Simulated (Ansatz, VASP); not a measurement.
**One calculation of In2Fe, two programs**

```xyz
6
Lattice="0.0000 4.1177 4.1177 4.1177 0.0000 4.1177 4.1177 4.1177 0.0000" Properties=species:S:1:pos:R:3 pbc="T T T"
In    5.1472    5.1472    5.1472
In    5.1472    3.0883    3.0883
In    3.0883    3.0883    5.1472
In    3.0883    5.1472    3.0883
Fe    0.0000    0.0000    0.0000
Fe    2.0589    2.0589    2.0589
```

Alike in both runs: functional PBE; k mesh 4 × 4 × 4; occupations gaussian, width 0.1 eV; collinear spin.

Ansatz relaxed the structure, and its values are those at the end. VASP's run is a single point on that final structure, the one shown.

|  | VASP | Ansatz |
| --- | --- | --- |
| version | VASP 6.6.1 | Ansatz 0.2.0 |
| potentials or method | VASP PAW PBE potentials, release 64 (In_d, Fe), cutoff 520 eV | scalar-relativistic, plane waves, PAW |
| valence electrons in the cell | 68 | 84 |

|  | VASP | Ansatz | Ansatz less VASP |
| --- | --- | --- | --- |
| gap on the k mesh at the Fermi level (eV) | none | none | - |
| pressure (GPa) | 0.2 | 0.2 | +0.02 |
| net moment per atom (μB) | 1.12 | 1.12 | +0.004 |
| size of the moment on the site where the two differ most (μB) | 3.24 | 3.37 | +0.129 |

Site moments also hang on the region over which each program counts them. A gap of «none» marks a metal or a gap that the smearing closes. With one functional, cell and mesh, what is left measures potentials, basis and numerics. VASP's potentials hold 68 valence electrons a cell and Ansatz's 84, so a difference there can come from the potentials and not from the codes.
